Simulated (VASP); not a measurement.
# Sn (Pm-3m) in VASP: further runs

Sn is run at these levels: PBEsol; tasks: single point.

Program: VASP 6.6.1. These are calculated values, not measurements. Logs are shortened: lines on timing, memory, paths and dates and some standing lists are left out, and cuts for length are marked.

## (1) The cell of the first run

The structure is cubic, space group Pm-3m (No. 221). The conventional cell has a = 2.485 Å, b = 2.485 Å, c = 2.485 Å, α = 90.00°, β = 90.00°, γ = 90.00°. Sn (site symmetry m-3m) has 6 Sn at 2.49 Å within 3.3 Å.

## (2) Single point, PBEsol (volume scaled by 0.55)

INCAR

```
ALGO     = Normal         # electronic algorithm
EDIFF    = 1E-7           # SCF threshold, eV
ENCUT    = 520            # plane-wave cutoff, eV
GGA      = PS             # functional
ISIF     = 2              # what is computed and relaxed
ISMEAR   = -1             # smearing method
LASPH    = True           # aspherical terms in the spheres
LCHARG   = False          # write CHGCAR
LREAL    = False          # projectors in reciprocal space
LWAVE    = False          # write WAVECAR
NBANDS   = 13             # bands
NELM     = 60             # most SCF steps
PREC     = Accurate       # precision mode
SIGMA    = 0.1            # smearing width, eV
```

KPOINTS

```
k-points
0
Gamma
  14 14 14
```

POSCAR

```
Sn
1.0
    2.4851496351      0.0000000000      0.0000000000
    0.0000000000      2.4851496351      0.0000000000
    0.0000000000      0.0000000000      2.4851496351
Sn
1
Direct
    0.0000000000      0.0000000000      0.0000000000
```

Potentials or basis: VASP PAW PBE potentials, release 64 (Sn_d).

The run is started by

```sh
> cat potpaw_PBE.64/Sn_d/POTCAR > POTCAR
> mpirun -np 1 vasp_std > vasp.out
```

OUTCAR:

```text
EDIFF = 1E-7
   ENCUT = 520
   GGA = PS
   ISIF = 2
   ISMEAR = -1
   LASPH = True
   LREAL = False
   NELM = 60
   PREC = Accurate

 ion  position               nearest neighbor table
   1  0.000  0.000  0.000-

  LATTYP: Found a simple cubic cell.
 ALAT       =     2.4851496351

  Lattice vectors:

 A1 = (   2.4851496351,   0.0000000000,   0.0000000000)
 A2 = (   0.0000000000,   2.4851496351,   0.0000000000)
 A3 = (   0.0000000000,   0.0000000000,   2.4851496351)

Analysis of symmetry for initial positions (statically):
=====================================================================
 Subroutine PRICEL returns:
 Original cell was already a primitive cell.

 Routine SETGRP: Setting up the symmetry group for a
 simple cubic supercell.

 Subroutine GETGRP returns: Found 48 space group operations
 (whereof 48 operations were pure point group operations)
 out of a pool of 48 trial point group operations.

The static configuration has the point symmetry O_h .

Analysis of symmetry for dynamics (positions and initial velocities):
=====================================================================
 Subroutine PRICEL returns:
 Original cell was already a primitive cell.

 Routine SETGRP: Setting up the symmetry group for a
 simple cubic supercell.

 Subroutine GETGRP returns: Found 48 space group operations
 (whereof 48 operations were pure point group operations)
 out of a pool of 48 trial point group operations.

The dynamic configuration has the point symmetry O_h .

 Subroutine INISYM returns: Found 48 space group operations
 (whereof 48 operations are pure point group operations),
 and found     1 'primitive' translations

----------------------------------------------------------------------------------------

                                     Primitive cell

  volume of cell :      15.3482

  direct lattice vectors                    reciprocal lattice vectors
     2.485149635  0.000000000  0.000000000     0.402390257  0.000000000  0.000000000
     0.000000000  2.485149635  0.000000000     0.000000000  0.402390257  0.000000000
     0.000000000  0.000000000  2.485149635     0.000000000  0.000000000  0.402390257

  length of vectors
     2.485149635  2.485149635  2.485149635     0.402390257  0.402390257  0.402390257

  position of ions in fractional coordinates (direct lattice)
     0.000000000  0.000000000  0.000000000

  ion indices of the primitive-cell ions
   primitive index   ion index
                 1           1

----------------------------------------------------------------------------------------

 KPOINTS: k-points

Automatic generation of k-mesh.
 Grid dimensions read from file:
 generate k-points for:   14   14   14

 Generating k-lattice:

  Cartesian coordinates                     Fractional coordinates (reciprocal lattice)
     0.028742161  0.000000000  0.000000000     0.071428571  0.000000000  0.000000000
     0.000000000  0.028742161  0.000000000     0.000000000  0.071428571  0.000000000
     0.000000000  0.000000000  0.028742161     0.000000000  0.000000000  0.071428571

  Length of vectors
     0.028742161  0.028742161  0.028742161

  Shift w.r.t. Gamma in fractional coordinates (k-lattice)
     0.000000000  0.000000000  0.000000000

 Subroutine IBZKPT returns following result:
 ===========================================

 Found    120 irreducible k-points:

 Following reciprocal coordinates:
            Coordinates               Weight
  0.000000  0.000000  0.000000      1.000000
  0.071429  0.000000  0.000000      6.000000
  0.142857  0.000000  0.000000      6.000000
  0.214286  0.000000  0.000000      6.000000
  0.285714  0.000000  0.000000      6.000000
  0.357143  0.000000  0.000000      6.000000
[... 16 lines left out ...]
  0.285714  0.214286  0.000000     24.000000
  0.357143  0.214286  0.000000     24.000000
 [... further k-points ...]
   k-points           NKPTS =    120   k-points in BZ     NKDIM =    120   number of bands    NBANDS=     13
   number of dos      NEDOS =    301   number of ions     NIONS =      1
   total plane-waves  NPLWV =   5832
   dimension x,y,z NGX =    18 NGY =   18 NGZ =   18
   dimension x,y,z NGXF=    36 NGYF=   36 NGZF=   36
   ions per type =               1
   NGX,Y,Z   is equivalent  to a cutoff of  12.04, 12.04, 12.04 a.u.
   NGXF,Y,Z  is equivalent  to a cutoff of  24.08, 24.08, 24.08 a.u.
 SYSTEM =  unknown system
   PREC   = accura    normal or accurate (medium, high low for compatibility)
   ISTART =      0    job   : 0-new  1-cont  2-samecut
   ICHARG =      2    charge: 1-file 2-atom 10-const
   ISPIN  =      1    spin polarized calculation?
   LNONCOLLINEAR =      F non collinear calculations
   LSORBIT =      F    spin-orbit coupling
   LASPH  =      T    aspherical Exc in radial PAW
   ENCUT  =  520.0 eV  38.22 Ry    6.18 a.u.   4.62  4.62  4.62*2*pi/ulx,y,z
   NELM   =     60;   NELMIN=  2; NELMDL= -5     # of ELM steps
   EDIFF  = 0.1E-06   stopping-criterion for ELM
   LREAL  =      F    real-space projection
   EDIFFG = 0.1E-05   stopping-criterion for IOM
   NSW    =      0    number of steps for IOM
   IBRION =     -1    ionic relax: 0-MD 1-quasi-New 2-CG
   NFREE  =      0    steps in history (QN), initial steepest desc. (CG)
   ISIF   =      2    stress and relaxation
   ISYM   =      2    0-nonsym 1-usesym 2-fastsym
   POTIM  = 0.5000    time-step for ionic-motion
   TEBEG  =    0.0;   TEEND  =   0.0 temperature during run
   PSTRESS=    0.0 pullay stress
   NELECT =      14.0000    total number of electrons
   NUPDOWN=      -1.0000    fix difference up-down
   EMIN   =  10.00;   EMAX   =-10.00  energy-range for DOS
   EFERMI =   0.00;   METHOD = LEGACY
   ISMEAR =    -1;   SIGMA  =   0.10  broadening in eV -4-tet -1-fermi 0-gaus
   EFERMI_NEDOS =   21; number of points for ismear=-14 and -15
   IALGO  =     38    algorithm
   IMIX   =      4    mixing-type and parameters
     AMIX     =   0.40;   BMIX     =  1.00
     AMIX_MAG =   1.60;   BMIX_MAG =  1.00
  volume/ion in A,a.u.               =      15.35       103.57
  Fermi-wavevector in a.u.,A,eV,Ry     =   1.587687  3.000294 34.296898  2.520751
  Thomas-Fermi vector in A             =   2.686806
   LORBIT       =      0    0 simple, 1 ext, 2 COOP (PROOUT), +10 PAW based schemes
   GGA     = PS    functional components
   LHFCALC =     F    Hartree Fock is set to
   AEXX    =    0.0000 exact exchange contribution
   IVDW    =     0    specifies the selected vdW correction
   LEPSILON=     F    determine dielectric tensor
   LRPA    =     F    only Hartree local field effects (RPA)
 non-spin polarized calculation
  energy-cutoff  :      520.00
  volume of cell :       15.35
 maximum number of plane-waves:       437
   NGX =  9   NGY =  9   NGZ =  9

 number of electron      13.9999991 magnetization

 Free energy of the ion-electron system (eV)
  ---------------------------------------------------
  ext. energy  EPLUGINS =         0.00000000
  ---------------------------------------------------
  free energy    TOTEN  =        -1.18032175 eV

  energy without entropy =       -1.16856062  energy(sigma->0) =       -1.17444118

 E-fermi :  17.6732     XC(G=0): -13.4045

 val. band max:       17.6692394252   @ k =   0.4286   0.3571   0.0000
 cond. band min:      17.6902421038   @ k =   0.2143   0.0000   0.0000
 fundamental gap:      0.0210026786
 Fermi energy:        17.6731633541

 k-point     1 :       0.0000    0.0000    0.0000
  band No.  band energies     occupation
      1      -6.7310      2.00000
      2      -6.7310      2.00000
      3      -4.6257      2.00000
      4      -4.6257      2.00000
      5      -4.6257      2.00000
      6       0.2872      2.00000
      7      24.8264      0.00000
      8      24.8264      0.00000
      9      24.8264      0.00000
     10      29.4569      0.00000
     11      29.4569      0.00000
     12      32.6782      0.00000
     13      40.9264      0.00000

 k-point     2 :       0.0714    0.0000    0.0000
  band No.  band energies     occupation
      1      -6.7236      2.00000
      2      -6.6638      2.00000
      3      -4.6567      2.00000
      4      -4.6567      2.00000
      5      -4.6231      2.00000
      6       0.4261      2.00000
      7      23.2735      0.00000
      8      25.0061      0.00000
      9      25.0061      0.00000
     10      29.4518      0.00000
     11      30.3743      0.00000
     12      33.4679      0.00000
     13      40.4096      0.00000

 k-point     3 :       0.1429    0.0000    0.0000
  band No.  band energies     occupation
      1      -6.7028      2.00000
      2      -6.4771      2.00000
      3      -4.7427      2.00000
      4      -4.7427      2.00000
      5      -4.6159      2.00000
      6       0.8491      2.00000
      7      20.5391      0.00000
      8      25.5329      0.00000
      9      25.5329      0.00000
     10      29.4365      0.00000
     11      31.0074      0.00000
     12      36.0107      0.00000
     13      39.2525      0.00000
[... 305 lines left out ...]
 k-point    23 :       0.2857    0.2143    0.0000
  band No.  band energies     occupation
      1      -6.3382      2.00000
      2      -5.5527      2.00000
      3      -5.3550      2.00000
      4      -4.9707      2.00000
      5      -4.8236      2.00000
      6       3.8627      2.00000
      7      15.9635      2.00000
      8      20.1300      0.00000
      9      29.0775      0.00000
     10      29.9335      0.00000
     11      30.9655      0.00000
     12      36.8685      0.00000
     13      39.4353      0.00000

 k-point    24 :       0.3571    0.2143    0.0000
  band No.  band energies     occupation
      1      -6.2912      2.00000
      2      -5.5046      2.00000
      3      -5.2789      2.00000
      4      -5.0856      2.00000
      5      -4.8109      2.00000
      6       5.1881      2.00000
      7      13.4255      2.00000
      8      21.2183      0.00000
      9      27.9789      0.00000
     10      30.3825      0.00000
     11      30.9806      0.00000
     12      36.1107      0.00000
     13      38.2918      0.00000

 [... further k-points ...]
[... 5 lines left out ...]
  --------------------------------------------------------------------------------------
  -------------------------------------------------------------------------------------
  Total       13.2199444     13.2199444     13.2199444      0.0000000      0.0000000     -0.0000000
  in kB     1380.0111020   1380.0111020   1380.0111020      0.0000000      0.0000000     -0.0000000
  external PRESSURE =    1380.0111020 kB  Pullay stress =       0.0000000 kB

 VOLUME and BASIS-vectors are now :
 -----------------------------------------------------------------------------
  energy-cutoff  :      520.00
  volume of cell :       15.35
      direct lattice vectors                 reciprocal lattice vectors
     2.485149635  0.000000000  0.000000000     0.402390257  0.000000000  0.000000000
     0.000000000  2.485149635  0.000000000     0.000000000  0.402390257  0.000000000
     0.000000000  0.000000000  2.485149635     0.000000000  0.000000000  0.402390257

 POSITION                                       TOTAL-FORCE (eV/Angst)
 -----------------------------------------------------------------------------------
      0.00000      0.00000      0.00000         0.000000      0.000000      0.000000
 -----------------------------------------------------------------------------------
    total drift:                               -0.000000      0.000000      0.000000

  FREE ENERGIE OF THE ION-ELECTRON SYSTEM (eV)
  ---------------------------------------------------
  free  energy   TOTEN  =        -1.1803217468 eV

  energy  without entropy=       -1.1685606200  energy(sigma->0) =       -1.17444118
```

Run time: 14 s. Hardware: 1 thread of Intel Xeon Platinum 8488C (Sapphire Rapids), shared host; peak memory 0.13 GiB.

Results:

```yaml
Free_energy: -1.1803 eV
Pressure: 138.0 GPa
Band_gap_on_the_k_mesh: zero (band 7 reaches 24.83 eV, above the bottom of band 8 at 14.64 eV)
```

Levels at points of the mesh, in eV from the Fermi level:
| k point | band 5 | band 6 | band 7 | band 8 | band 9 | band 10 |
| --- | --- | --- | --- | --- | --- | --- |
| (0.00, 0.00, 0.00) | -22.30 | -17.39 | 7.15 | 7.15 | 7.15 | 11.78 |
| (0.50, 0.00, 0.00) | -22.25 | -10.32 | -9.77 | 11.63 | 12.74 | 12.74 |
| (0.50, 0.50, 0.00) | -21.73 | -5.10 | -5.10 | -3.03 | 1.17 | 15.87 |
| (0.50, 0.50, 0.50) | -21.69 | -0.30 | -0.30 | -0.30 | 4.66 | 6.33 |

Caveat: the PAW data sets were made with another functional, which shifts forces and pressure a little; spin-orbit coupling is left out, which moves the levels of the heavy elements.

## (3) Single point, PBEsol (volume scaled by 0.65)

INCAR

```
SYSTEM = Sn
PREC = Accurate
ENCUT = 520
EDIFF = 1E-6
ISMEAR = -1
SIGMA = 0.1
LREAL = .FALSE.
LASPH = .TRUE.
NELM = 100
ALGO = Normal
ISIF = 2
LWAVE = .FALSE.
LCHARG = .TRUE.
GGA = PS
LELF = .TRUE.
LVHAR = .TRUE.
NBANDS = 13
```

KPOINTS

```
Automatic mesh
0
G
  14 14 14
  0 0 0
```

POSCAR

```
Sn
1.0
    2.6274599156      0.0000000000      0.0000000000
    0.0000000000      2.6274599156      0.0000000000
    0.0000000000      0.0000000000      2.6274599156
Sn
1
Direct
    0.0000000000      0.0000000000      0.0000000000
```

Potentials or basis: VASP PAW PBE potentials, release 64 (Sn_d).

The run is started by

```sh
> cat potpaw_PBE.64/Sn_d/POTCAR > POTCAR
> mpirun -np 1 vasp_std > vasp.out
```

Wall time 19 s (1 thread of Intel Xeon Platinum 8488C (Sapphire Rapids), shared host); peak memory 0.14 GiB.

The run converged. Its results:

| Item | Value |
| --- | --- |
| Free energy | -2.8890 eV |
| Pressure | 66.7 GPa |
| Band gap on the k mesh | zero (band 7 reaches 20.93 eV, above the bottom of band 8 at 10.57 eV) |

Levels at points of the mesh, in eV from the Fermi level:
| k point | band 3 | band 4 | band 5 | band 6 | band 7 | band 8 | band 9 | band 10 | band 11 | band 12 |
| --- | --- | --- | --- | --- | --- | --- | --- | --- | --- | --- |
| (0.00, 0.00, 0.00) | -21.70 | -21.70 | -21.70 | -15.11 | 6.87 | 6.87 | 6.87 | 10.86 | 10.86 | 13.68 |
| (0.50, 0.00, 0.00) | -22.08 | -22.08 | -21.66 | -9.47 | -7.99 | 11.54 | 11.54 | 12.13 | 13.13 | 15.71 |
| (0.50, 0.50, 0.00) | -22.03 | -22.03 | -21.30 | -4.05 | -4.05 | -3.49 | 1.76 | 15.74 | 15.74 | 17.95 |
| (0.50, 0.50, 0.50) | -22.59 | -21.28 | -21.28 | -0.07 | -0.07 | -0.07 | 4.20 | 5.75 | 6.24 | 6.24 |

Caveat: the PAW data sets were made with another functional, which shifts forces and pressure a little; spin-orbit coupling is left out, which moves the levels of the heavy elements.

(Continued in part 2 of 3.)
